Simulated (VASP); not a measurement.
# Cu3Sn (Fm-3m) in VASP: relaxation of cell and atoms with LDA

Aim: the relaxation of cell and atoms of Cu3Sn with LDA.

Everything below comes from runs of VASP 6.6.1. Logs are shortened: lines on timing, memory, paths and dates and some standing lists are left out, and cuts for length are marked.

### 1 The cell of the first run

It takes space group Fm-3m (No. 225, cubic). The conventional cell has a = 5.982 Å, b = 5.982 Å, c = 5.982 Å, α = 90.00°, β = 90.00°, γ = 90.00°. Within 3.4 Å of Cu (site symmetry m-3m) lie 8 Cu at 2.59 Å and 6 Sn at 2.99 Å. Cu (site symmetry -43m) has 4 Sn at 2.59 Å and 10 Cu at 2.59 to 2.99 Å within 3.4 Å. Sn (site symmetry m-3m) has 14 Cu at 2.59 to 2.99 Å within 3.4 Å.

### 2 Relaxation of cell and atoms, LDA

INCAR

```
SYSTEM = Cu3Sn
ALGO = Normal
EDIFF = 1E-7
EDIFFG = -0.002
ENCUT = 600
GGA_COMPAT = .FALSE.
IBRION = 2
ISIF = 3
ISMEAR = 0
LASPH = .TRUE.
LCHARG = .FALSE.
LREAL = .FALSE.
LWAVE = .FALSE.
NELM = 120
NELMIN = 4
NSW = 100
PREC = Accurate
SIGMA = 0.1
```

KPOINTS

```
k-points
0
G
  18 18 18
  0 0 0
```

POSCAR

```
Cu3Sn
1.0
    0.0000000000      2.9909351845      2.9909351845
    2.9909351845      0.0000000000      2.9909351845
    2.9909351845      2.9909351845      0.0000000000
Cu Sn
3 1
Direct
    0.5000000000      0.5000000000      0.5000000000
    0.7500000000      0.7500000000      0.7500000000
    0.2500000000      0.2500000000      0.2500000000
    0.0000000000      0.0000000000      0.0000000000
```

Potentials or basis: VASP PAW LDA potentials, release 64 (Cu, Sn_d).

Started as:

```bash
cat potpaw_LDA.64/Cu/POTCAR potpaw_LDA.64/Sn_d/POTCAR > POTCAR
mpirun -np 1 vasp_std > vasp.out
```

OUTCAR:

```text
SYSTEM = Cu3Sn
   EDIFF = 1E-7
   EDIFFG = -0.002
   ENCUT = 600
   IBRION = 2
   ISIF = 3
   ISMEAR = 0
   LASPH = .TRUE.
   LREAL = .FALSE.
   NELM = 120
   NELMIN = 4
   NSW = 100
   PREC = Accurate

 ion  position               nearest neighbor table
   1  0.500  0.500  0.500-   3 2.59   3 2.59   3 2.59   2 2.59   3 2.59   2 2.59   2 2.59   2 2.59
                             4 2.99   4 2.99   4 2.99   4 2.99   4 2.99   4 2.99
   2  0.750  0.750  0.750-   1 2.59   1 2.59   1 2.59   1 2.59   4 2.59   4 2.59   4 2.59   4 2.59

   3  0.250  0.250  0.250-   4 2.59   4 2.59   4 2.59   1 2.59   4 2.59   1 2.59   1 2.59   1 2.59

   4  0.000  0.000  0.000-   2 2.59   2 2.59   2 2.59   2 2.59   3 2.59   3 2.59   3 2.59   3 2.59
                             1 2.99   1 2.99   1 2.99   1 2.99   1 2.99   1 2.99

  LATTYP: Found a face centered cubic cell.
 ALAT       =     5.9818703690

  Lattice vectors:

 A1 = (   0.0000000000,   2.9909351845,   2.9909351845)
 A2 = (   2.9909351845,   0.0000000000,   2.9909351845)
 A3 = (   2.9909351845,   2.9909351845,   0.0000000000)

Analysis of symmetry for initial positions (statically):
=====================================================================
 Subroutine PRICEL returns:
 Original cell was already a primitive cell.

 Routine SETGRP: Setting up the symmetry group for a
 face centered cubic supercell.

 Subroutine GETGRP returns: Found 48 space group operations
 (whereof 48 operations were pure point group operations)
 out of a pool of 48 trial point group operations.

The static configuration has the point symmetry O_h .

Analysis of symmetry for dynamics (positions and initial velocities):
=====================================================================
 Subroutine PRICEL returns:
 Original cell was already a primitive cell.

 Routine SETGRP: Setting up the symmetry group for a
 face centered cubic supercell.

 Subroutine GETGRP returns: Found 48 space group operations
 (whereof 48 operations were pure point group operations)
 out of a pool of 48 trial point group operations.

The dynamic configuration has the point symmetry O_h .

 Subroutine INISYM returns: Found 48 space group operations
 (whereof 48 operations are pure point group operations),
 and found     1 'primitive' translations

----------------------------------------------------------------------------------------

                                     Primitive cell

  volume of cell :      53.5120

  direct lattice vectors                    reciprocal lattice vectors
     0.000000000  2.990935185  2.990935185    -0.167171794  0.167171794  0.167171794
     2.990935185  0.000000000  2.990935185     0.167171794 -0.167171794  0.167171794
     2.990935185  2.990935185  0.000000000     0.167171794  0.167171794 -0.167171794

  length of vectors
     4.229821102  4.229821102  4.229821102     0.289550040  0.289550040  0.289550040

  position of ions in fractional coordinates (direct lattice)
     0.500000000  0.500000000  0.500000000
     0.750000000  0.750000000  0.750000000
     0.250000000  0.250000000  0.250000000
     0.000000000  0.000000000  0.000000000

  ion indices of the primitive-cell ions
   primitive index   ion index
                 1           1
                 2           2
                 3           3
                 4           4

----------------------------------------------------------------------------------------

 KPOINTS: k-points

Automatic generation of k-mesh.
 Grid dimensions read from file:
 generate k-points for:   18   18   18

 Generating k-lattice:

  Cartesian coordinates                     Fractional coordinates (reciprocal lattice)
    -0.009287322  0.009287322  0.009287322     0.055555556  0.000000000  0.000000000
     0.009287322 -0.009287322  0.009287322     0.000000000  0.055555556  0.000000000
     0.009287322  0.009287322 -0.009287322     0.000000000  0.000000000  0.055555556

  Length of vectors
     0.016086113  0.016086113  0.016086113

  Shift w.r.t. Gamma in fractional coordinates (k-lattice)
     0.000000000  0.000000000  0.000000000

 Subroutine IBZKPT returns following result:
 ===========================================

 Found    195 irreducible k-points:

 Following reciprocal coordinates:
            Coordinates               Weight
  0.000000  0.000000  0.000000      1.000000
  0.055556  0.000000  0.000000      8.000000
  0.111111  0.000000  0.000000      8.000000
  0.166667  0.000000  0.000000      8.000000
  0.222222  0.000000  0.000000      8.000000
  0.277778  0.000000  0.000000      8.000000
[... 16 lines left out ...]
 -0.277778  0.055556  0.000000     24.000000
 -0.222222  0.055556  0.000000     24.000000
 [... further k-points ...]
   k-points           NKPTS =    195   k-points in BZ     NKDIM =    195   number of bands    NBANDS=     28
   number of dos      NEDOS =    301   number of ions     NIONS =      4
   total plane-waves  NPLWV =  46656
   dimension x,y,z NGX =    36 NGY =   36 NGZ =   36
   dimension x,y,z NGXF=    72 NGYF=   72 NGZF=   72
   ions per type =               3   1
   NGX,Y,Z   is equivalent  to a cutoff of  14.15, 14.15, 14.15 a.u.
   NGXF,Y,Z  is equivalent  to a cutoff of  28.30, 28.30, 28.30 a.u.
 SYSTEM =  Cu3Sn
   PREC   = accura    normal or accurate (medium, high low for compatibility)
   ISTART =      0    job   : 0-new  1-cont  2-samecut
   ICHARG =      2    charge: 1-file 2-atom 10-const
   ISPIN  =      1    spin polarized calculation?
   LNONCOLLINEAR =      F non collinear calculations
   LSORBIT =      F    spin-orbit coupling
   LASPH  =      T    aspherical Exc in radial PAW
   ENCUT  =  600.0 eV  44.10 Ry    6.64 a.u.   8.45  8.45  8.45*2*pi/ulx,y,z
   NELM   =    120;   NELMIN=  4; NELMDL= -5     # of ELM steps
   EDIFF  = 0.1E-06   stopping-criterion for ELM
   LREAL  =      F    real-space projection
   EDIFFG = -.2E-02   stopping-criterion for IOM
   NSW    =    100    number of steps for IOM
   IBRION =      2    ionic relax: 0-MD 1-quasi-New 2-CG
   NFREE  =      1    steps in history (QN), initial steepest desc. (CG)
   ISIF   =      3    stress and relaxation
   ISYM   =      2    0-nonsym 1-usesym 2-fastsym
   POTIM  = 0.5000    time-step for ionic-motion
   TEBEG  =    0.0;   TEEND  =   0.0 temperature during run
   PSTRESS=    0.0 pullay stress
   NELECT =      47.0000    total number of electrons
   NUPDOWN=      -1.0000    fix difference up-down
   EMIN   =  10.00;   EMAX   =-10.00  energy-range for DOS
   EFERMI =   0.00;   METHOD = LEGACY
   ISMEAR =     0;   SIGMA  =   0.10  broadening in eV -4-tet -1-fermi 0-gaus
   EFERMI_NEDOS =   21; number of points for ismear=-14 and -15
   IALGO  =     38    algorithm
   IMIX   =      4    mixing-type and parameters
     AMIX     =   0.40;   BMIX     =  1.00
     AMIX_MAG =   1.60;   BMIX_MAG =  1.00
  volume/ion in A,a.u.               =      13.38        90.28
  Fermi-wavevector in a.u.,A,eV,Ry     =   1.567799  2.962711 33.443045  2.457994
  Thomas-Fermi vector in A             =   2.669925
   LORBIT       =      0    0 simple, 1 ext, 2 COOP (PROOUT), +10 PAW based schemes
   GGA     = CA    functional components
   LHFCALC =     F    Hartree Fock is set to
   AEXX    =    0.0000 exact exchange contribution
   IVDW    =     0    specifies the selected vdW correction
   LEPSILON=     F    determine dielectric tensor
   LRPA    =     F    only Hartree local field effects (RPA)
 conjugate gradient relaxation of ions
 non-spin polarized calculation
 Gauss-broadening in eV      SIGMA  =   0.10
  energy-cutoff  :      600.00
  volume of cell :       53.51
 maximum number of plane-waves:      1820
 NGX is ok and might be reduce to    36
   NGX = 17   NGY = 17   NGZ = 17

--------------------------------------- Ionic step        1  -------------------------------------------

 number of electron      46.9999973 magnetization

 Free energy of the ion-electron system (eV)
  ---------------------------------------------------
  ext. energy  EPLUGINS =         0.00000000
  ---------------------------------------------------
  free energy    TOTEN  =       -18.39279059 eV

  energy without entropy =      -18.38846360  energy(sigma->0) =      -18.39062709

------------------------ aborting loop because EDIFF is reached ----------------------------------------

  FORCE on cell =-STRESS in cart. coord.  units (eV):
  Direction    XX          YY          ZZ          XY          YZ          ZX
  --------------------------------------------------------------------------------------
  -------------------------------------------------------------------------------------
  Total        0.1925474      0.1925474      0.1925474      0.0000000      0.0000000     -0.0000000
  in kB        5.7649725      5.7649725      5.7649725      0.0000000      0.0000000     -0.0000000
  external PRESSURE =       5.7649725 kB  Pullay stress =       0.0000000 kB
[... 61 lines left out ...]
  energy  without entropy=      -18.3886250239  energy(sigma->0) =      -18.39081589

--------------------------------------- Ionic step        3  -------------------------------------------

 number of electron      46.9999976 magnetization

 Free energy of the ion-electron system (eV)
  ---------------------------------------------------
  ext. energy  EPLUGINS =         0.00000000
  ---------------------------------------------------
  free energy    TOTEN  =       -18.39319828 eV

  energy without entropy =      -18.38883878  energy(sigma->0) =      -18.39101853

 E-fermi :   9.9348     XC(G=0): -12.9350

 val. band max:        9.9307862394   @ k =   0.3889   0.2222   0.1111
 cond. band min:       9.9395953209   @ k =   0.4444   0.1111   0.0000
 fundamental gap:      0.0088090815
 Fermi energy:         9.9348321071

 k-point     1 :       0.0000    0.0000    0.0000
  band No.  band energies     occupation
      1     -11.8150      2.00000
      2     -11.8150      2.00000
      3     -11.8150      2.00000
      4     -11.7537      2.00000
      5     -11.7537      2.00000
      6      -2.0808      2.00000
[... 733 lines left out ...]
     27      13.3446      0.00000
     28      14.5199      0.00000

 [... further k-points ...]
[... 5 lines left out ...]
  --------------------------------------------------------------------------------------
  -------------------------------------------------------------------------------------
  Total        0.0049398      0.0049398      0.0049398     -0.0000000      0.0000000     -0.0000000
  in kB        0.1472736      0.1472736      0.1472736     -0.0000000      0.0000000     -0.0000000
  external PRESSURE =       0.1472736 kB  Pullay stress =       0.0000000 kB
[... 19 lines left out ...]
  FREE ENERGIE OF THE ION-ELECTRON SYSTEM (eV)
  ---------------------------------------------------
  free  energy   TOTEN  =       -18.3931982846 eV

  energy  without entropy=      -18.3888387791  energy(sigma->0) =      -18.39101853

 reached required accuracy - stopping structural energy minimisation
```

Wall time 6.1 min (1 thread of Intel Xeon 6975P-C (Granite Rapids), shared host); peak memory 0.44 GiB.

Results:

| Item | Value |
| --- | --- |
| Free energy | -18.3932 eV |
| Relaxed volume | 13.43 Å³/atom |
| Relaxed cell | a = 4.236 Å, b = 4.236 Å, c = 4.236 Å, α = 60.00°, β = 60.00°, γ = 60.00° |
| Space group after relaxing (to 0.1 Å) | Fm-3m (No. 225) |
| Energy gained by relaxing | 0.1 meV/atom |
| Ionic steps | 3 |
| Pressure after relaxing | 0.0 GPa |
| Band gap on the k mesh | zero (an odd number of electrons rules out a gap without spin polarisation) |

Step by step:
```csv
step,energy change (eV),largest force (eV/Å),pressure (GPa),volume (Å³)
1,0.0000,0.0000,0.58,53.51
2,-0.0002,0.0000,-0.50,53.89
3,-0.0004,0.0000,0.01,53.74
```

Final structure:
```
CELL_PARAMETERS angstrom
0.00000 2.99516 2.99516
2.99516 0.00000 2.99516
2.99516 2.99516 0.00000
ATOMIC_POSITIONS crystal
Cu 0.50000 0.50000 0.50000
Cu 0.75000 0.75000 0.75000
Cu 0.25000 0.25000 0.25000
Sn 0.00000 0.00000 0.00000
```

Caveat: spin-orbit coupling is left out, which moves the levels of the heavy elements.
